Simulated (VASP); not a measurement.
Wanted: the native input for a VASP 6.6.1 run.

* Task: single point
* Functional: PBE
* Potentials or basis: VASP PAW PBE potentials, release 64 (In_d, Pd)
* Cutoff: 520 eV
* k mesh: 10 × 10 × 10
* Occupations: gaussian, width 0.05 eV
* Spin: no spin polarisation
* Dipole correction: no
* Further INCAR settings: ALGO = Normal; EDIFF = 1e-06; NBANDS = 18

The structure of InPd lies in POSCAR:

```
InPd
1.0
    3.2718847800      0.0000000000      0.0000000000
    0.0000000000      3.2718847800      0.0000000000
    0.0000000000      0.0000000000      3.2718847800
In Pd
1 1
Direct
    0.0000000000      0.0000000000      0.0000000000
    0.5000000000      0.5000000000      0.5000000000
```

The input as run:

INCAR

```
  PREC = Accurate
  ENCUT = 520
  EDIFF = 1E-6
  ISMEAR = 0
  SIGMA = 0.05
  LREAL = F
  LASPH = T
  NELM = 80
  ALGO = Normal
  ISIF = 2
  LWAVE = F
  LCHARG = F
  GGA = PE
  NBANDS = 18
```

KPOINTS

```
regular mesh
0
Gamma
  10 10 10
```

Potentials or basis: VASP PAW PBE potentials, release 64 (In_d, Pd).

Launch:

```bash
$ cat potpaw_PBE.64/In_d/POTCAR potpaw_PBE.64/Pd/POTCAR > POTCAR
$ mpirun -np 1 vasp_std > vasp.out
```

It gave:

```
Pressure : 3.9 GPa
```

It took 46 s on 1 thread of AMD EPYC 7R13 (shared host), peak memory 0.13 GiB.
